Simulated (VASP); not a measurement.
Write the native input for VASP 6.6.1 that does the following.

```yaml
Task: relaxation of cell and atoms
Functional: PBE
Potentials_or_basis: VASP PAW PBE potentials, release 64 (Li_sv, F_h)
Cutoff: 1350 eV
k_mesh: 10 × 10 × 10
Occupations: fermi-dirac, width 0.02 eV
Spin: no spin polarisation
Dipole_correction: no
Further_INCAR_settings: ALGO = Normal; EDIFF = 1e-07; IBRION = 2; EDIFFG = -0.005; NSW = 80; ISIF = 3
```

The structure of LiF lies in POSCAR:

```
LiF
1.0
    0.0000000000      1.8244268506      1.8244268506
    1.8244268506      0.0000000000      1.8244268506
    1.8244268506      1.8244268506      0.0000000000
Li F
1 1
Direct
    0.0000000000      0.0000000000      0.0000000000
    0.2500000000      0.2500000000      0.2500000000
```

One way to write it, as run:

INCAR

```
SYSTEM = LiF
PREC = Accurate
ENCUT = 1350
EDIFF = 1E-7
ISMEAR = -1
SIGMA = 0.02
LREAL = .FALSE.
LASPH = .TRUE.
NELM = 120
ALGO = Normal
ISIF = 3
LWAVE = .FALSE.
LCHARG = .FALSE.
GGA = PE
IBRION = 2
NSW = 80
EDIFFG = -0.005
GGA_COMPAT = .FALSE.
NELMIN = 4
```

KPOINTS

```
regular mesh
0
G
  10 10 10
  0 0 0
```

Potentials or basis: VASP PAW PBE potentials, release 64 (Li_sv, F_h).

The run is started by

```bash
$ cat potpaw_PBE.64/Li_sv/POTCAR potpaw_PBE.64/F_h/POTCAR > POTCAR
$ mpirun -np 1 vasp_std > vasp.out
```

It gave:

* Relaxed volume: 10.35 Å³/atom
* Relaxed cell: a = 3.082 Å, b = 3.082 Å, c = 3.082 Å, α = 60.00°, β = 60.00°, γ = 60.00°
* Space group after relaxing (to 0.1 Å): F-43m (No. 216)
* Energy gained by relaxing: 723.8 meV/atom
* Ionic steps: 21
* Pressure after relaxing: -0.1 GPa
* Band gap on the k mesh: 7.66 eV

Caveat: the volume moved by over 15 % at a fixed basis, so the end points are rough; the structure was generated, so it needn't be the stable form of LiF.

Run time: 4.3 min on 1 thread of Intel(R) Xeon(R) Platinum 8375C CPU @ 2.90GHz (Ice Lake) (shared host), peak memory 0.17 GiB.
